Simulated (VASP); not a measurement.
# AlN (Fm-3m) in VASP: settings compared, part 2 of 3

VASP 6.6.1. The steps go on from the part before.

### 3 Single point, PBE

This run uses another cell than the first one, of 8.46 Å³/atom, 1.168 times its volume.

INCAR

```
SYSTEM = AlN
PREC = Accurate
ENCUT = 600
EDIFF = 1E-6
ISMEAR = 0
SIGMA = 0.05
LREAL = .False.
LASPH = .True.
NELM = 120
ALGO = Normal
ISIF = 2
LWAVE = .False.
LCHARG = .True.
GGA = PE
LELF = .True.
LVHAR = .True.
NBANDS = 11
GGA_COMPAT = .False.
```

KPOINTS

```
regular mesh
0
Gamma
  8 8 8
  0 0 0
```

POSCAR

```
AlN
1.0
    0.0000000000      2.0372270818      2.0372270818
    2.0372270818      0.0000000000      2.0372270818
    2.0372270818      2.0372270818      0.0000000000
Al N
1 1
Direct
    0.5000000000      0.5000000000      0.5000000000
    0.0000000000      0.0000000000      0.0000000000
```

Potentials or basis: VASP PAW PBE potentials, release 64 (Al, N).

Run with:

```console
> cat potpaw_PBE.64/Al/POTCAR potpaw_PBE.64/N/POTCAR > POTCAR
> mpirun -np 1 vasp_std > vasp.out
```

It took 6.7 s on 1 thread of Intel Xeon Platinum 8259CL at 2.50GHz (Skylake/Cascade Lake), shared host; peak memory 0.13 GiB.

The run converged. Its results:

```
Free energy            : -14.5471 eV
Pressure               : -1.1 GPa
Band gap on the k mesh : 4.39 eV, indirect (least direct gap 5.35 eV)
```

Levels at points of the mesh, in eV from the valence-band top:
```csv
k point,band 2,band 3,band 4,band 5,band 6,band 7
"(0.00, 0.00, 0.00)",0.00,0.00,0.00,5.35,12.09,12.09
"(0.50, 0.00, 0.00)",-8.16,-1.03,-1.03,5.99,10.81,10.81
"(0.50, 0.50, 0.00)",-7.23,-2.74,-2.74,4.39,5.34,13.77
```

A k mesh can miss the band edges. Expect the measured gap to be larger: semilocal functionals such as PBE lack the derivative discontinuity.

### 4 Single point, r2SCAN

This run uses another cell than the first one, of 8.07 Å³/atom, 1.115 times its volume.

POSCAR

```
AlN
1.0
    0.0000000000      2.0059388088      2.0059388088
    2.0059388088      0.0000000000      2.0059388088
    2.0059388088      2.0059388088      0.0000000000
Al N
1 1
Direct
    0.5000000000      0.5000000000      0.5000000000
    0.0000000000      0.0000000000      0.0000000000
```

INCAR.step1

```
SYSTEM = AlN
ALGO = Normal
EDIFF = 1E-5
ENCUT = 660
GGA = PE
GGA_COMPAT = .False.
ISMEAR = 0
LASPH = .True.
LCHARG = .False.
LREAL = .False.
LWAVE = .True.
NBANDS = 11
NELM = 120
PREC = Accurate
SIGMA = 0.05
```

INCAR.step2

```
SYSTEM = AlN
ALGO = Normal
EDIFF = 1E-6
ENCUT = 660
GGA_COMPAT = .False.
ISIF = 2
ISMEAR = 0
ISTART = 1
LASPH = .True.
LCHARG = .False.
LMIXTAU = .True.
LREAL = .False.
LWAVE = .False.
METAGGA = R2SCAN
NBANDS = 11
NELM = 120
PREC = Accurate
SIGMA = 0.05
```

KPOINTS

```
k-points
0
Gamma
  8 8 8
  0 0 0
```

Potentials or basis: VASP PAW PBE potentials, release 64 (Al, N).

Run with:

```console
> cat potpaw_PBE.64/Al/POTCAR potpaw_PBE.64/N/POTCAR > POTCAR
> cp INCAR.step1 INCAR
> mpirun -np 1 vasp_std > vasp.out
> cp INCAR.step2 INCAR
> mpirun -np 1 vasp_std > vasp.out
```

OUTCAR:

```text
SYSTEM = AlN
   EDIFF = 1E-6
   ENCUT = 660
   ISIF = 2
   ISMEAR = 0
   ISTART = 1
   LASPH = .True.
   LREAL = .False.
   METAGGA = R2SCAN
   NELM = 120
   PREC = Accurate

 ion  position               nearest neighbor table
   1  0.500  0.500  0.500-   2 2.01   2 2.01   2 2.01   2 2.01   2 2.01   2 2.01
   2  0.000  0.000  0.000-   1 2.01   1 2.01   1 2.01   1 2.01   1 2.01   1 2.01

  LATTYP: Found a face centered cubic cell.
 ALAT       =     4.0118776176

  Lattice vectors:

 A1 = (   0.0000000000,   2.0059388088,   2.0059388088)
 A2 = (   2.0059388088,   0.0000000000,   2.0059388088)
 A3 = (   2.0059388088,   2.0059388088,   0.0000000000)

Analysis of symmetry for initial positions (statically):
=====================================================================
 Subroutine PRICEL returns:
 Original cell was already a primitive cell.

 Routine SETGRP: Setting up the symmetry group for a
 face centered cubic supercell.

 Subroutine GETGRP returns: Found 48 space group operations
 (whereof 48 operations were pure point group operations)
 out of a pool of 48 trial point group operations.

The static configuration has the point symmetry O_h .

Analysis of symmetry for dynamics (positions and initial velocities):
=====================================================================
 Subroutine PRICEL returns:
 Original cell was already a primitive cell.

 Routine SETGRP: Setting up the symmetry group for a
 face centered cubic supercell.

 Subroutine GETGRP returns: Found 48 space group operations
 (whereof 48 operations were pure point group operations)
 out of a pool of 48 trial point group operations.

The dynamic configuration has the point symmetry O_h .

 Subroutine INISYM returns: Found 48 space group operations
 (whereof 48 operations are pure point group operations),
 and found     1 'primitive' translations

----------------------------------------------------------------------------------------

                                     Primitive cell
[... 114 lines left out ...]
  Thomas-Fermi vector in A             =   2.427034
   LORBIT       =      0    0 simple, 1 ext, 2 COOP (PROOUT), +10 PAW based schemes
   METAGGA = R2SCAN    functional components
   LHFCALC =     F    Hartree Fock is set to
   AEXX    =    0.0000 exact exchange contribution
   IVDW    =     0    specifies the selected vdW correction
   LEPSILON=     F    determine dielectric tensor
   LRPA    =     F    only Hartree local field effects (RPA)
 non-spin polarized calculation
 Gauss-broadening in eV      SIGMA  =   0.05
  energy-cutoff  :      660.00
  volume of cell :       16.14
 maximum number of plane-waves:       636
   NGX = 11   NGY = 11   NGZ = 11

 number of electron       7.9999999 magnetization

 Free energy of the ion-electron system (eV)
  ---------------------------------------------------
  ext. energy  EPLUGINS =         0.00000000
  ---------------------------------------------------
  free energy    TOTEN  =       -18.89195249 eV

  energy without entropy =      -18.89195249  energy(sigma->0) =      -18.89195249

 E-fermi :  10.3080     XC(G=0): -12.9947

 val. band max:       10.0775212124   @ k =   0.0000   0.0000   0.0000
 cond. band min:      15.8018370654   @ k =   0.5000   0.5000   0.0000
 fundamental gap:      5.7243158530
 Fermi energy:        10.3080004913

 k-point     1 :       0.0000    0.0000    0.0000
  band No.  band energies     occupation
      1      -8.5412      2.00000
      2      10.0775      2.00000
      3      10.0775      2.00000
      4      10.0775      2.00000
      5      16.9508      0.00000
      6      23.0685      0.00000
      7      23.0685      0.00000
      8      23.0685      0.00000
      9      28.8369      0.00000
     10      28.8369      0.00000
     11      28.9229      0.00000
[... 309 lines left out ...]
 k-point    24 :      -0.3750    0.2500    0.1250
  band No.  band energies     occupation
      1      -4.6952      2.00000
      2       2.3901      2.00000
      3       6.1938      2.00000
      4       7.9693      2.00000
      5      19.5244      0.00000
      6      19.7873      0.00000
      7      23.7754      0.00000
      8      24.1664      0.00000
      9      29.6536      0.00000
     10      30.8598      0.00000
     11      34.2667      0.00000

 [... further k-points ...]
[... 5 lines left out ...]
  --------------------------------------------------------------------------------------
  -------------------------------------------------------------------------------------
  Total        0.4847093      0.4847093      0.4847093      0.0000000      0.0000000      0.0000000
  in kB       48.1070713     48.1070713     48.1070713      0.0000000      0.0000000      0.0000000
  external PRESSURE =      48.1070713 kB  Pullay stress =       0.0000000 kB

 VOLUME and BASIS-vectors are now :
 -----------------------------------------------------------------------------
  energy-cutoff  :      660.00
  volume of cell :       16.14
      direct lattice vectors                 reciprocal lattice vectors
     0.000000000  2.005938809  2.005938809    -0.249259847  0.249259847  0.249259847
     2.005938809  0.000000000  2.005938809     0.249259847 -0.249259847  0.249259847
     2.005938809  2.005938809  0.000000000     0.249259847  0.249259847 -0.249259847

 POSITION                                       TOTAL-FORCE (eV/Angst)
 -----------------------------------------------------------------------------------
      2.00594      2.00594      2.00594        -0.000000     -0.000000     -0.000000
      0.00000      0.00000      0.00000         0.000000      0.000000      0.000000
 -----------------------------------------------------------------------------------
    total drift:                                0.000000     -0.000000     -0.000000

  FREE ENERGIE OF THE ION-ELECTRON SYSTEM (eV)
  ---------------------------------------------------
  free  energy   TOTEN  =       -18.8919524907 eV

  energy  without entropy=      -18.8919524907  energy(sigma->0) =      -18.89195249
```

OUTCAR.step1:

```text
SYSTEM = AlN
   EDIFF = 1E-5
   ENCUT = 660
   GGA = PE
   ISMEAR = 0
   LASPH = .True.
   LREAL = .False.
[... 556 lines left out ...]
      2.00594      2.00594      2.00594        -0.000000      0.000000     -0.000000
      0.00000      0.00000      0.00000         0.000000      0.000000      0.000000
 -----------------------------------------------------------------------------------
    total drift:                                0.000000     -0.000000     -0.000000

  FREE ENERGIE OF THE ION-ELECTRON SYSTEM (eV)
  ---------------------------------------------------
  free  energy   TOTEN  =       -14.5243618353 eV

  energy  without entropy=      -14.5243618353  energy(sigma->0) =      -14.52436184
```

OSZICAR.step1:

```text
N       E                     dE             d eps       ncg     rms          rms(c)
DAV:   1     0.131230919501E+02    0.13123E+02   -0.45269E+03   638   0.805E+02
DAV:   2    -0.153529253368E+02   -0.28476E+02   -0.27389E+02   747   0.165E+02
DAV:   3    -0.162887919591E+02   -0.93587E+00   -0.93349E+00   798   0.248E+01
DAV:   4    -0.162923463209E+02   -0.35544E-02   -0.35540E-02   710   0.168E+00
DAV:   5    -0.162923746534E+02   -0.28333E-04   -0.28332E-04   767   0.158E-01    0.768E+00
DAV:   6    -0.145462529947E+02    0.17461E+01   -0.73963E+00   778   0.159E+01    0.271E+00
DAV:   7    -0.145296198633E+02    0.16633E-01   -0.19400E-01   733   0.321E+00    0.178E+00
DAV:   8    -0.145245963364E+02    0.50235E-02   -0.15462E-02   689   0.124E+00    0.333E-01
DAV:   9    -0.145243086666E+02    0.28767E-03   -0.11982E-03   748   0.231E-01    0.156E-01
DAV:  10    -0.145243687331E+02   -0.60067E-04   -0.14429E-04   725   0.869E-02    0.470E-02
DAV:  11    -0.145243618353E+02    0.68978E-05   -0.20766E-05   424   0.284E-02
   1 F= -.14524362E+02 E0= -.14524362E+02  d E =-.414047E-16
```

Wall time 27 s (1 thread of Intel Xeon Platinum 8259CL at 2.50GHz (Skylake/Cascade Lake), shared host); peak memory 0.14 GiB.

What came out:

| Quantity | Value |
| --- | --- |
| Free energy | -18.8920 eV |
| Pressure | 4.8 GPa |
| Band gap on the k mesh | 5.72 eV, indirect (least direct gap 6.87 eV) |

Levels at points of the mesh, in eV from the valence-band top:
```tsv
k point	band 1	band 2	band 3	band 4	band 5	band 6	band 7	band 8
(0.00, 0.00, 0.00)	-18.62	0.00	0.00	0.00	6.87	12.99	12.99	12.99
(0.50, 0.00, 0.00)	-15.28	-8.60	-1.20	-1.20	7.06	12.10	12.10	15.00
(0.50, 0.50, 0.00)	-14.28	-7.71	-2.96	-2.96	5.72	5.94	15.67	19.09
```

Caveat: the PAW data sets were made with another functional, which shifts forces and pressure a little. A k mesh can miss the band edges.

(Part 2 of 3 ends here.)
